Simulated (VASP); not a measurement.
B5N:

```xyz
6
Lattice="3.2958 0.0000 0.0000 -1.6479 2.8542 0.0000 0.0000 0.0000 5.7845" Properties=species:S:1:pos:R:3 pbc="T T T"
B     0.8239    1.4271    0.0000
B     0.0000    1.9028    2.8923
B    -0.8239    1.4271    0.0000
B     1.6479    0.0000    0.0000
B     1.6479    0.9514    2.8923
N     0.0000    0.0000    2.8923
```

The cell was built from a structure type or drawn by symmetry, and may not be a known phase.

* Program: VASP 6.6.1
* Task: relaxation of cell and atoms
* Functional: PBE
* Potentials or basis: VASP PAW PBE potentials, release 64 (B, N)
* Cutoff: 600 eV
* k mesh: 12 × 12 × 8
* Occupations: gaussian, width 0.1 eV
* Spin: no spin polarisation

At the start: pressure -0.6 GPa; volume 9.07 Å³/atom.

Problem. Where does the relaxation end?

Solution. Over 15 steps the energy falls by 2.6 meV/atom and the volume is 8.55 Å³/atom (-5.7 %); space group P6/mmm (No. 191, to 0.1 Å) before and after.

Step by step:
```csv
step,energy change (eV),largest force (eV/Å),pressure (GPa),volume (Å³)
1,0.0000,0.0000,-0.64,54.41
2,-0.0018,0.0000,-0.29,54.13
3,-0.0049,0.0000,0.62,53.37
4,-0.0042,0.0000,2.63,51.86
5,-0.0059,0.0000,1.39,52.76
6,-0.0064,0.0000,1.36,52.72
7,-0.0078,0.0000,1.29,52.57
8,-0.0103,0.0000,1.14,52.28
9,-0.0139,0.0000,0.89,51.70
10,-0.0147,0.0000,0.39,50.54
11,-0.0153,0.0000,0.58,50.96
12,-0.0153,0.0000,0.60,51.04
13,-0.0153,0.0000,0.59,51.00
14,-0.0155,0.0000,0.33,51.15
15,-0.0157,0.0000,-0.01,51.33
```

Final structure:
```yaml
crystal:
  lattice:
    - [3.29495, 0.00000, 0.00000]
    - [-1.64748, 2.85351, 0.00000]
    - [0.00000, 0.00000, 5.45911]
  atoms:
    - { symbol: B, position: [0.50000, 0.50000, 0.00000] }
    - { symbol: B, position: [0.33333, 0.66667, 0.50000] }
    - { symbol: B, position: [0.00000, 0.50000, 0.00000] }
    - { symbol: B, position: [0.50000, 0.00000, 0.00000] }
    - { symbol: B, position: [0.66667, 0.33333, 0.50000] }
    - { symbol: N, position: [0.00000, 0.00000, 0.50000] }
```
